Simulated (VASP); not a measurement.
# Sn (Im-3m) in VASP: settings compared, part 2 of 2

VASP 6.6.1.

### Step 3. Single point, r2SCAN

This run uses another cell than the first one, of 26.12 Å³/atom, 1.021 times its volume.

POSCAR reads:

```
Sn
1.0
   -1.8690452773      1.8690452773      1.8690452773
    1.8690452773     -1.8690452773      1.8690452773
    1.8690452773      1.8690452773     -1.8690452773
Sn
1
Direct
    0.0000000000      0.0000000000      0.0000000000
```

INCAR.step1 reads:

```
SYSTEM = Sn
PREC     = Accurate       ! precision mode
ENCUT    = 520            ! plane-wave cutoff, eV
ISMEAR   = -1             ! smearing method
SIGMA    = 0.05           ! smearing width, eV
LREAL    = .False.        ! projectors in reciprocal space
LASPH    = .True.         ! aspherical terms in the spheres
NELM     = 100            ! most SCF steps
NBANDS   = 13             ! bands
GGA      = PE             ! functional
ALGO     = Normal         ! electronic algorithm
EDIFF    = 1E-4           ! SCF threshold, eV
LWAVE    = .True.         ! write WAVECAR
LCHARG   = .False.        ! write CHGCAR
```

INCAR.step2 reads:

```
SYSTEM = Sn
PREC     = Accurate       ! precision mode
ENCUT    = 520            ! plane-wave cutoff, eV
EDIFF    = 1E-7           ! SCF threshold, eV
ISMEAR   = -1             ! smearing method
SIGMA    = 0.05           ! smearing width, eV
LREAL    = .False.        ! projectors in reciprocal space
LASPH    = .True.         ! aspherical terms in the spheres
NELM     = 100            ! most SCF steps
ALGO     = Normal         ! electronic algorithm
ISIF     = 2              ! what is computed and relaxed
LWAVE    = .False.        ! write WAVECAR
LCHARG   = .True.         ! write CHGCAR
METAGGA  = R2SCAN         ! meta-GGA
LMIXTAU  = .True.       
LELF     = .True.         ! ELF
LVHAR    = .True.       
NBANDS   = 13             ! bands
ISTART   = 1
```

KPOINTS reads:

```
Automatic mesh
0
Gamma
  10 10 10
  0 0 0
```

Potentials or basis: VASP PAW PBE potentials, release 64 (Sn_d).

The run is started by

```
$ cat potpaw_PBE.64/Sn_d/POTCAR > POTCAR
$ cp INCAR.step1 INCAR
$ mpirun -np 1 vasp_std > vasp.out
$ cp INCAR.step2 INCAR
$ mpirun -np 1 vasp_std > vasp.out
```

OUTCAR:

```text
SYSTEM = Sn
   PREC = Accurate
   ENCUT = 520
   EDIFF = 1E-7
   ISMEAR = -1
   LREAL = .False.
   LASPH = .True.
   NELM = 100
   ISIF = 2
   METAGGA = R2SCAN
   ISTART = 1

 ion  position               nearest neighbor table
   1  0.000  0.000  0.000-

  LATTYP: Found a body centered cubic cell.
 ALAT       =     3.7380905546

  Lattice vectors:

 A1 = (  -1.8690452773,   1.8690452773,   1.8690452773)
 A2 = (   1.8690452773,  -1.8690452773,   1.8690452773)
 A3 = (   1.8690452773,   1.8690452773,  -1.8690452773)

Analysis of symmetry for initial positions (statically):
=====================================================================
 Subroutine PRICEL returns:
 Original cell was already a primitive cell.

 Routine SETGRP: Setting up the symmetry group for a
 body centered cubic supercell.

 Subroutine GETGRP returns: Found 48 space group operations
[... 9 lines left out ...]

 Routine SETGRP: Setting up the symmetry group for a
 body centered cubic supercell.

 Subroutine GETGRP returns: Found 48 space group operations
[... 11 lines left out ...]
                                     Primitive cell

  volume of cell :      26.1168

  direct lattice vectors                    reciprocal lattice vectors
    -1.869045277  1.869045277  1.869045277     0.000000000  0.267516259  0.267516259
     1.869045277 -1.869045277  1.869045277     0.267516259  0.000000000  0.267516259
     1.869045277  1.869045277 -1.869045277     0.267516259  0.267516259  0.000000000

  length of vectors
     3.237281382  3.237281382  3.237281382     0.378325121  0.378325121  0.378325121

  position of ions in fractional coordinates (direct lattice)
     0.000000000  0.000000000  0.000000000

  ion indices of the primitive-cell ions
   primitive index   ion index
                 1           1

----------------------------------------------------------------------------------------

 KPOINTS: Automatic mesh
[... 81 lines left out ...]
   EMIN   =  10.00;   EMAX   =-10.00  energy-range for DOS
[... 5 lines left out ...]
     AMIX     =   0.40;   BMIX     =  1.00
     AMIX_MAG =   1.60;   BMIX_MAG =  1.00
  volume/ion in A,a.u.               =      26.12       176.24
  Fermi-wavevector in a.u.,A,eV,Ry     =   1.329876  2.513101 24.062844  1.768569
  Thomas-Fermi vector in A             =   2.459005
   LORBIT       =      0    0 simple, 1 ext, 2 COOP (PROOUT), +10 PAW based schemes
   METAGGA = R2SCAN    functional components
   LHFCALC =     F    Hartree Fock is set to
   AEXX    =    0.0000 exact exchange contribution
   IVDW    =     0    specifies the selected vdW correction
   LEPSILON=     F    determine dielectric tensor
   LRPA    =     F    only Hartree local field effects (RPA)
 non-spin polarized calculation
  energy-cutoff  :      520.00
  volume of cell :       26.12
 maximum number of plane-waves:       713
   NGX = 13   NGY = 13   NGZ = 13

 number of electron      13.9999991 magnetization

 Free energy of the ion-electron system (eV)
  ---------------------------------------------------
  ext. energy  EPLUGINS =         0.00000000
  ---------------------------------------------------
  free energy    TOTEN  =       -24.48830437 eV

  energy without entropy =      -24.48283312  energy(sigma->0) =      -24.48556875

 E-fermi :   8.5193     XC(G=0): -11.4835

 val. band max:        8.4777441143   @ k =   0.2000   0.2000   0.2000
 cond. band min:       8.5265926756   @ k =   0.2000   0.2000   0.0000
 fundamental gap:      0.0488485613
 Fermi energy:         8.5192531631

 k-point     1 :       0.0000    0.0000    0.0000
  band No.  band energies     occupation
      1     -13.7800      2.00000
      2     -13.7799      2.00000
      3     -13.7799      2.00000
      4     -13.6083      2.00000
      5     -13.6083      2.00000
      6      -3.4374      2.00000
      7      17.3657      0.00000
      8      17.3657      0.00000
      9      17.3657      0.00000
     10      21.5082      0.00000
     11      21.5082      0.00000
     12      21.5082      0.00000
     13      22.0578      0.00000
[... 354 lines left out ...]
  band No.  band energies     occupation
      1     -13.7906      2.00000
      2     -13.7367      2.00000
      3     -13.6489      2.00000
      4     -13.6198      2.00000
      5     -13.6067      2.00000
      6      -1.0451      2.00000
      7       8.7759      0.01174
      8      12.6809      0.00000
      9      14.2641      0.00000
     10      18.3378      0.00000
     11      19.2146      0.00000
     12      20.4580      0.00000
     13      26.7281      0.00000

 [... further k-points ...]
[... 5 lines left out ...]
  --------------------------------------------------------------------------------------
  -------------------------------------------------------------------------------------
  Total        0.2150811      0.2150811      0.2150811      0.0000000     -0.0000000     -0.0000000
  in kB       13.1945119     13.1945119     13.1945119      0.0000000     -0.0000000     -0.0000000
  external PRESSURE =      13.1945119 kB  Pullay stress =       0.0000000 kB

 VOLUME and BASIS-vectors are now :
 -----------------------------------------------------------------------------
  energy-cutoff  :      520.00
  volume of cell :       26.12
      direct lattice vectors                 reciprocal lattice vectors
    -1.869045277  1.869045277  1.869045277     0.000000000  0.267516259  0.267516259
     1.869045277 -1.869045277  1.869045277     0.267516259  0.000000000  0.267516259
     1.869045277  1.869045277 -1.869045277     0.267516259  0.267516259  0.000000000

 POSITION                                       TOTAL-FORCE (eV/Angst)
 -----------------------------------------------------------------------------------
      0.00000      0.00000      0.00000         0.000000      0.000000      0.000000
 -----------------------------------------------------------------------------------
    total drift:                               -0.000000      0.000000     -0.000000

  FREE ENERGIE OF THE ION-ELECTRON SYSTEM (eV)
  ---------------------------------------------------
  free  energy   TOTEN  =       -24.4883043691 eV

  energy  without entropy=      -24.4828331228  energy(sigma->0) =      -24.48556875
```

OUTCAR.step1:

```text
SYSTEM = Sn
   PREC = Accurate
   ENCUT = 520
   ISMEAR = -1
   LREAL = .False.
   LASPH = .True.
[... 600 lines left out ...]
 -----------------------------------------------------------------------------------
      0.00000      0.00000      0.00000        -0.000000     -0.000000      0.000000
 -----------------------------------------------------------------------------------
    total drift:                               -0.000000      0.000000     -0.000000

  FREE ENERGIE OF THE ION-ELECTRON SYSTEM (eV)
  ---------------------------------------------------
  free  energy   TOTEN  =        -3.7510537067 eV

  energy  without entropy=       -3.7444372553  energy(sigma->0) =       -3.74774548
```

Wall time 16 s (1 thread of Intel Xeon 6975P-C (Granite Rapids), shared host); peak memory 0.14 GiB.

Results:

```
Free energy            : -24.4883 eV
Pressure               : 1.3 GPa
Band gap on the k mesh : zero (band 7 reaches 17.37 eV, above the bottom of band 8 at 5.98 eV)
```

Levels at points of the mesh, in eV from the Fermi level:
```csv
k point,band 3,band 4,band 5,band 6,band 7,band 8,band 9,band 10,band 11,band 12
"(0.00, 0.00, 0.00)",-22.30,-22.13,-22.13,-11.96,8.85,8.85,8.85,12.99,12.99,12.99
"(0.50, 0.00, 0.00)",-22.14,-22.14,-22.03,-6.68,-4.90,3.90,6.01,8.76,8.81,16.33
"(0.50, 0.50, 0.50)",-22.05,-22.05,-22.05,-2.06,-0.63,-0.63,-0.63,4.16,4.16,19.32
```

Caveat: the PAW data sets were made with another functional, which shifts forces and pressure a little; spin-orbit coupling is left out, which moves the levels of the heavy elements.

### Step 4. Single point, PBE

INCAR reads:

```
PREC = Accurate
ENCUT = 520
EDIFF = 1E-6
ISMEAR = -1
SIGMA = 0.05
LREAL = False
LASPH = True
NELM = 100
ALGO = Fast
ISIF = 2
LWAVE = False
LCHARG = True
GGA = PE
LELF = True
LVHAR = True
NBANDS = 13
```

KPOINTS reads:

```
Automatic mesh
0
Gamma
  10 10 10
```

POSCAR reads:

```
Sn
1.0
   -1.8559746029      1.8559746029      1.8559746029
    1.8559746029     -1.8559746029      1.8559746029
    1.8559746029      1.8559746029     -1.8559746029
Sn
1
Direct
    0.0000000000      0.0000000000      0.0000000000
```

The run is started by

```
$ cat potpaw_PBE.64/Sn_d/POTCAR > POTCAR
$ mpirun -np 1 vasp_std > vasp.out
```

Run time: 5.8 s. Hardware: 1 thread of Intel Xeon Platinum 8559C (Emerald Rapids), shared host; peak memory 0.14 GiB.

It converged, with:

```yaml
Free_energy: -3.7396 eV
Pressure: 4.0 GPa
Band_gap_on_the_k_mesh: zero (band 7 reaches 17.40 eV, above the bottom of band 8 at 6.38 eV)
```

Levels at points of the mesh, in eV from the Fermi level:
```csv
k point,band 5,band 6,band 7,band 8,band 9,band 10
"(0.00, 0.00, 0.00)",-21.44,-11.53,8.57,8.57,8.57,12.25
"(0.50, 0.00, 0.00)",-21.34,-6.46,-4.73,3.83,5.67,8.33
"(0.50, 0.50, 0.50)",-21.36,-2.09,-0.54,-0.54,-0.54,3.83
```

Caveat: spin-orbit coupling is left out, which moves the levels of the heavy elements.

### Step 5. Single point, PBE

This run uses another cell than the first one, of 26.12 Å³/atom, 1.021 times its volume.

INCAR reads:

```
SYSTEM = Sn
PREC = Accurate ; ENCUT = 520
EDIFF = 1E-6 ; ISMEAR = -1
SIGMA = 0.05 ; LREAL = .FALSE.
LASPH = .TRUE. ; NELM = 60
ALGO = Fast ; ISIF = 2
LWAVE = .FALSE. ; LCHARG = .FALSE.
GGA = PE ; NBANDS = 13
```

KPOINTS reads:

```
regular mesh
0
G
  10 10 10
  0 0 0
```

POSCAR reads:

```
Sn
1.0
   -1.8690452773      1.8690452773      1.8690452773
    1.8690452773     -1.8690452773      1.8690452773
    1.8690452773      1.8690452773     -1.8690452773
Sn
1
Direct
    0.0000000000      0.0000000000      0.0000000000
```

The run is started by

```
$ cat potpaw_PBE.64/Sn_d/POTCAR > POTCAR
$ mpirun -np 1 vasp_std > vasp.out
```

Wall time 5.5 s (1 thread of Intel Xeon Platinum 8559C (Emerald Rapids), shared host); peak memory 0.14 GiB.

Results (log left out):

```yaml
Free_energy: -3.7511 eV
Pressure: 2.8 GPa
Band_gap_on_the_k_mesh: zero (band 7 reaches 16.93 eV, above the bottom of band 8 at 6.18 eV)
```

Levels at points of the mesh, in eV from the Fermi level:
```
           k point  band 3  band 4  band 5  band 6  band 7  band 8  band 9  band 10  band 11  band 12
(0.00, 0.00, 0.00)  -21.58  -21.43  -21.43  -11.36    8.37    8.37    8.37    12.22    12.22    12.22
(0.50, 0.00, 0.00)  -21.43  -21.43  -21.33   -6.44   -4.61    3.76    5.60     8.21     8.41    15.35
(0.50, 0.50, 0.50)  -21.35  -21.35  -21.35   -2.21   -0.50   -0.50   -0.50     3.84     3.84    18.43
```

Caveat: spin-orbit coupling is left out, which moves the levels of the heavy elements.

### Step 6. The runs side by side

| level | cell | gap on the mesh (eV) | pressure (GPa) |
| --- | --- | --- | --- |
| r2SCAN | a = 3.215 Å, angles 109.5°, 1 atom | none | 2.6 |
| r2SCAN | a = 3.237 Å, angles 109.5°, 1 atom | none | 1.3 |
| PBE | a = 3.215 Å, angles 109.5°, 1 atom | none | 4.0 |
| PBE | a = 3.237 Å, angles 109.5°, 1 atom | none | 2.8 |

Alike in all rows: task single point; potentials or basis VASP PAW PBE potentials, release 64 (Sn_d); no spin polarisation; k mesh 10 × 10 × 10; cutoff (eV) 520; smearing fermi-dirac 0.05 eV.

Caveats: spin-orbit coupling is left out, which moves the levels of the heavy elements; the PAW data sets were made with another functional, which shifts forces and pressure a little (some runs).

Total energies depend on the potentials used, so only differences within one code and one set of settings carry meaning.
